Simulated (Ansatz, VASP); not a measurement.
InP: VASP beside Ansatz

```
CELL_PARAMETERS angstrom
0.00000 3.19912 2.66682
2.66682 0.00000 2.66682
2.66682 3.19912 0.00000
ATOMIC_POSITIONS crystal
In 0.00000 0.00000 0.00000
P 0.75000 0.75000 0.75000
```

Alike in both runs: task single point; functional LDA; k mesh 12 × 12 × 12; occupations gaussian, width 0.05 eV; no spin polarisation.

|  | VASP | Ansatz |
| --- | --- | --- |
| version | VASP 6.6.1 | Ansatz 0.2.0 |
| potentials or method | VASP PAW LDA potentials, release 64 (In_d, P), cutoff 520 eV | scalar-relativistic, plane waves, PAW |
| valence electrons in the cell | 18 | 18 |

Ansatz gave:

| Quantity | Value |
| --- | --- |
| gap on the k mesh at the Fermi level (eV) | 0.41 |
| least direct gap on the mesh (eV) | 0.41 |
| pressure (GPa) | 6.1 |
| traceless stress, the component that is largest in VASP (GPa) | -7.23 |

Q: Which values does VASP return?

A: gap on the k mesh at the Fermi level (eV): 0.45; least direct gap on the mesh (eV): 0.45; pressure (GPa): 6.1; traceless stress, the component that is largest in VASP (GPa): -7.22.

Ansatz warns that its potentials were made for another functional, while VASP's fit it. LDA's correlation is that of Perdew and Zunger in VASP and of Perdew and Wang (1992) in Ansatz.
